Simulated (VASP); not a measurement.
Input of a VASP 6.6.1 run:

The input INCAR:

```
PREC     = Accurate       # precision mode
ENCUT    = 500            # plane-wave cutoff, eV
EDIFF    = 1E-7           # SCF threshold, eV
ISMEAR   = 0              # smearing method
SIGMA    = 0.1            # smearing width, eV
LREAL    = F              # projectors in reciprocal space
LASPH    = T              # aspherical terms in the spheres
NELM     = 120            # most SCF steps
ALGO     = Normal         # electronic algorithm
ISIF     = 3              # what is computed and relaxed
LWAVE    = F              # write WAVECAR
LCHARG   = F              # write CHGCAR
GGA      = PE             # functional
IBRION   = 2              # ionic algorithm
NSW      = 90             # ionic steps
EDIFFG   = -0.04          # ionic threshold
GGA_COMPAT= F            
NELMIN   = 4
```

File KPOINTS:

```
regular mesh
0
Gamma
  6 6 4
```

File POSCAR:

```
Sn
1.0
    4.7973205750      0.0000000000      0.0000000000
   -2.3986602875      4.1546014881      0.0000000000
    0.0000000000      0.0000000000      5.4427207820
Sn
3
Direct
    0.2254000000      0.0000000000      0.3333333333
    0.0000000000      0.2254000000      0.6666666667
    0.7746000000      0.7746000000      0.0000000000
```

Potentials or basis: VASP PAW PBE potentials, release 64 (Sn_d).

Run with:

```console
$ cat potpaw_PBE.64/Sn_d/POTCAR > POTCAR
$ mpirun -np 1 vasp_std > vasp.out
```

(1) What does it give for the band gap on the k mesh?

(2) What does it give for the relaxed volume?

## Answers

(1) zero (bands 21 and 22 overlap by 2.70 eV).

(2) 29.41 Å³/atom.

Caveat: the volume moved by over 15 % at a fixed basis, so the end points are rough; spin-orbit coupling is left out, which moves the levels of the heavy elements.
